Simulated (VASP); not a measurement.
# PbSe (Cmcm) in VASP: notebook, part 2 of 2

VASP 6.6.1.

**5. Single point, PBE**

File INCAR:

```
  ALGO = Normal
  EDIFF = 1E-6
  ENCUT = 500
  GGA = PE
  GGA_COMPAT = F
  ISIF = 2
  ISMEAR = 0
  LASPH = T
  LCHARG = F
  LREAL = F
  LWAVE = F
  NBANDS = 28
  NELM = 120
  PREC = Accurate
  SIGMA = 0.05
```

File KPOINTS:

```
k-points
0
Gamma
  8 6 8
```

File POSCAR:

```
PbSe
1.0
    4.3097531800      0.0000000000      0.0000000000
    0.0000000000      0.0000000000     -4.4504935700
   -2.1548765900      6.1339473500      0.0000000000
Pb Se
2 2
Direct
    0.3682392700      0.2500000000      0.7364785400
    0.6317607300      0.7500000000      0.2635214600
    0.1387100400      0.2500000000      0.2774200800
    0.8612899600      0.7500000000      0.7225799200
```

Potentials or basis: VASP PAW PBE potentials, release 64 (Pb_d, Se).

Launch:

```sh
> cat potpaw_PBE.64/Pb_d/POTCAR potpaw_PBE.64/Se/POTCAR > POTCAR
> mpirun -np 1 vasp_std > vasp.out
```

OUTCAR:

```text
EDIFF = 1E-6
   ENCUT = 500
   GGA = PE
   ISIF = 2
   ISMEAR = 0
   LASPH = T
   LREAL = F
   NELM = 120
   PREC = Accurate

 ion  position               nearest neighbor table
   1  0.368  0.250  0.736-   3 2.82   4 3.10   4 3.10   4 3.10   4 3.10   2 3.92   2 3.92
   2  0.632  0.750  0.264-   4 2.82   3 3.10   3 3.10   3 3.10   3 3.10   1 3.92   1 3.92
   3  0.139  0.250  0.277-   1 2.82   2 3.10   2 3.10   2 3.10   2 3.10
   4  0.861  0.750  0.723-   2 2.82   1 3.10   1 3.10   1 3.10   1 3.10

  LATTYP: Found a base centered orthorhombic cell.
 ALAT       =     4.3097531800
 B/A-ratio  =     2.8465422932
 C/A-ratio  =     1.0326562530

  Lattice vectors:

 A1 = (  -2.1548765900,  -6.1339473500,   0.0000000000)
 A2 = (  -2.1548765900,   6.1339473500,   0.0000000000)
 A3 = (   0.0000000000,   0.0000000000,  -4.4504935700)

Analysis of symmetry for initial positions (statically):
=====================================================================
 Subroutine PRICEL returns:
 Original cell was already a primitive cell.

 Routine SETGRP: Setting up the symmetry group for a
 base centered orthorhombic supercell.

 Subroutine GETGRP returns: Found  8 space group operations
 (whereof  4 operations were pure point group operations)
 out of a pool of  8 trial point group operations.

The static configuration has the point symmetry C_2h.
 The point group associated with its full space group is D_2h.

Analysis of symmetry for dynamics (positions and initial velocities):
=====================================================================
 Subroutine PRICEL returns:
 Original cell was already a primitive cell.

 Routine SETGRP: Setting up the symmetry group for a
 base centered orthorhombic supercell.

 Subroutine GETGRP returns: Found  8 space group operations
 (whereof  4 operations were pure point group operations)
 out of a pool of  8 trial point group operations.
[... 123 lines left out ...]
   IALGO  =     38    algorithm
   IMIX   =      4    mixing-type and parameters
     AMIX     =   0.40;   BMIX     =  1.00
     AMIX_MAG =   1.60;   BMIX_MAG =  1.00
  volume/ion in A,a.u.               =      29.41       198.49
  Fermi-wavevector in a.u.,A,eV,Ry     =   1.142601  2.159203 17.762912  1.305537
  Thomas-Fermi vector in A             =   2.279299
   LORBIT       =      0    0 simple, 1 ext, 2 COOP (PROOUT), +10 PAW based schemes
   GGA     = PE    functional components
   LHFCALC =     F    Hartree Fock is set to
   AEXX    =    0.0000 exact exchange contribution
   IVDW    =     0    specifies the selected vdW correction
   LEPSILON=     F    determine dielectric tensor
   LRPA    =     F    only Hartree local field effects (RPA)
 non-spin polarized calculation
 Gauss-broadening in eV      SIGMA  =   0.05
  energy-cutoff  :      500.00
  volume of cell :      117.65
 maximum number of plane-waves:      3008
   NGX = 15   NGY = 17   NGZ = 23

 number of electron      39.9999993 magnetization

 Free energy of the ion-electron system (eV)
  ---------------------------------------------------
  ext. energy  EPLUGINS =         0.00000000
  ---------------------------------------------------
  free energy    TOTEN  =       -16.18966884 eV

  energy without entropy =      -16.18966884  energy(sigma->0) =      -16.18966884

 E-fermi :   4.5491     XC(G=0):  -9.4248

 val. band max:        4.2636048909   @ k =  -0.3750   0.0000   0.1250
 cond. band min:       5.3456187837   @ k =   0.2500   0.0000   0.3750
 fundamental gap:      1.0820138928
 Fermi energy:         4.5490610884

 k-point     1 :       0.0000    0.0000    0.0000
  band No.  band energies     occupation
      1     -12.2071      2.00000
      2     -12.1263      2.00000
      3     -12.1199      2.00000
      4     -12.1186      2.00000
      5     -12.0972      2.00000
      6     -12.0922      2.00000
[... 733 lines left out ...]
     27      12.0218      0.00000
     28      12.5615      0.00000

 [... further k-points ...]

------------------------ aborting loop because EDIFF is reached ----------------------------------------

  FORCE on cell =-STRESS in cart. coord.  units (eV):
  Direction    XX          YY          ZZ          XY          YZ          ZX
  --------------------------------------------------------------------------------------
  -------------------------------------------------------------------------------------
  Total        0.6826165      0.9023260      0.6802819      0.0000000      0.0000000      0.0000000
  in kB        9.2957997     12.2877796      9.2640072      0.0000000      0.0000000      0.0000000
  external PRESSURE =      10.2825288 kB  Pullay stress =       0.0000000 kB

 VOLUME and BASIS-vectors are now :
 -----------------------------------------------------------------------------
  energy-cutoff  :      500.00
  volume of cell :      117.65
      direct lattice vectors                 reciprocal lattice vectors
     4.309753180  0.000000000  0.000000000     0.232031849  0.081513579  0.000000000
     0.000000000  0.000000000 -4.450493570     0.000000000  0.000000000 -0.224694179
    -2.154876590  6.133947350  0.000000000     0.000000000  0.163027157  0.000000000

 POSITION                                       TOTAL-FORCE (eV/Angst)
 -----------------------------------------------------------------------------------
     -0.00000      4.51752     -1.11262        -0.000000      0.091792      0.000000
      2.15488      1.61643     -3.33787         0.000000     -0.091792      0.000000
      0.00000      1.70168     -1.11262         0.000000     -0.139976      0.000000
      2.15488      4.43227     -3.33787         0.000000      0.139976     -0.000000
 -----------------------------------------------------------------------------------
    total drift:                               -0.000000      0.000000     -0.000000

  FREE ENERGIE OF THE ION-ELECTRON SYSTEM (eV)
  ---------------------------------------------------
  free  energy   TOTEN  =       -16.1896688430 eV

  energy  without entropy=      -16.1896688430  energy(sigma->0) =      -16.18966884
```

It took 4.2 min on 1 thread of Intel Xeon 8259CL, shared host; peak memory 0.37 GiB.

What came out:

| Quantity | Value |
| --- | --- |
| Free energy | -16.1897 eV |
| Pressure | 1.0 GPa |
| Largest force | 0.140 eV/Å |
| Band gap on the k mesh | 1.08 eV (least direct gap 1.19 eV) |

Forces on the atoms (eV/Å):
```
Pb   0.000  0.092  0.000
Pb   0.000 -0.092  0.000
Se   0.000 -0.140  0.000
Se   0.000  0.140  0.000
```

Stress tensor (GPa, compression positive):
```
0.93 0.00 0.00
0.00 1.23 0.00
0.00 0.00 0.93
```

Levels at points of the mesh, in eV from the valence-band top:
| k point | band 16 | band 17 | band 18 | band 19 | band 20 | band 21 | band 22 | band 23 | band 24 | band 25 |
| --- | --- | --- | --- | --- | --- | --- | --- | --- | --- | --- |
| (0.00, 0.00, 0.00) | -2.81 | -2.15 | -1.54 | -1.28 | -0.39 | 4.47 | 4.49 | 4.69 | 5.33 | 5.36 |
| (0.50, 0.00, 0.00) | -1.83 | -1.19 | -0.91 | -0.47 | -0.24 | 1.54 | 1.65 | 1.88 | 2.71 | 2.72 |
| (0.00, 0.50, 0.00) | -2.61 | -0.88 | -0.88 | -0.03 | -0.03 | 1.55 | 1.55 | 2.38 | 2.38 | 4.88 |
| (0.50, 0.50, 0.00) | -4.09 | -3.03 | -3.03 | -1.27 | -1.27 | 3.18 | 3.18 | 5.45 | 5.45 | 6.13 |
| (0.00, 0.00, 0.50) | -2.42 | -1.80 | -1.71 | -1.09 | -0.57 | 1.16 | 4.30 | 4.47 | 4.62 | 4.95 |
| (0.00, 0.50, 0.50) | -1.00 | -0.97 | -0.97 | -0.39 | -0.39 | 1.34 | 1.34 | 2.83 | 2.83 | 3.13 |

Caveat: spin-orbit coupling is left out, which moves the levels of the heavy elements. A k mesh can miss the band edges.
